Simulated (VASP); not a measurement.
# C: single point with LDA

The system is C.

```
C
1.0
     0.00000    1.76587    1.76587
     1.76587    0.00000    1.76587
     1.76587    1.76587    0.00000
C
2
Direct
  0.00000 0.00000 0.00000
  0.25000 0.25000 0.25000
```

- Program: VASP 6.6.1
- Task: single point
- Functional: LDA
- Potentials or basis: VASP PAW LDA potentials, release 64 (C_h)
- Cutoff: 910 eV
- k mesh: 12 × 12 × 12
- Occupations: gaussian, width 0.01 eV
- Spin: no spin polarisation

```json
{
  "Pressure": "0.7 GPa",
  "Band gap on the k mesh": "4.20 eV, indirect (least direct gap 5.63 eV)"
}
```

Levels at points of the mesh, in eV from the valence-band top:
```
           k point  band 1  band 2  band 3  band 4  band 5  band 6  band 7  band 8  band 9
(0.00, 0.00, 0.00)  -21.72    0.00    0.00    0.00    5.63    5.63    5.63   14.23   19.40
(0.50, 0.00, 0.00)  -15.71  -13.69   -2.87   -2.87    8.51    8.51    9.42   15.67   21.95
(0.50, 0.50, 0.00)  -12.82  -12.82   -6.47   -6.47    4.77    4.77   17.07   17.07   23.47
```

Run time: 32 s on 1 thread of AMD EPYC 7R43 64-Core Processor (Zen 3), with other jobs on the host, peak memory 0.1 GiB.

Caveat: the cutoff is under 1.25 times the usual one of these potentials, so pressure, stress and relaxed cells hold a basis-set (Pulay) error. A hybrid or GW would open this gap; LDA tends to underestimate it.
